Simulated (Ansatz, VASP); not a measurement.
CaS in VASP and in Ansatz

```
CELL_PARAMETERS angstrom
0.00000 2.81637 2.81637
2.81637 0.00000 2.81637
2.81637 2.81637 0.00000
ATOMIC_POSITIONS crystal
Ca 0.00000 0.00000 0.00000
S 0.50000 0.50000 0.50000
```

Alike in both runs: functional PBEsol; k mesh 8 × 8 × 8; occupations gaussian, width 0.02 eV; no spin polarisation.

Ansatz relaxed the structure, and its values are those at the end. VASP's run is a single point on that final structure, the one shown.

|  | VASP | Ansatz |
| --- | --- | --- |
| version | VASP 6.6.1 | Ansatz 0.2.0 |
| potentials or method | VASP PAW PBE potentials, release 64 (Ca_sv, S), cutoff 500 eV | scalar-relativistic, plane waves, PAW |
| valence electrons in the cell | 16 | 16 |

|  | VASP | Ansatz | Ansatz less VASP |
| --- | --- | --- | --- |
| gap on the k mesh at the Fermi level (eV) | 2.15 | 2.16 | +0.005 |
| least direct gap on the mesh (eV) | 3.00 | 3.00 | +0.004 |
| pressure (GPa) | 0.2 | 0.0 | -0.21 |

VASP's potentials were made for PBE, not for PBEsol, and Ansatz warns of the same on its side.
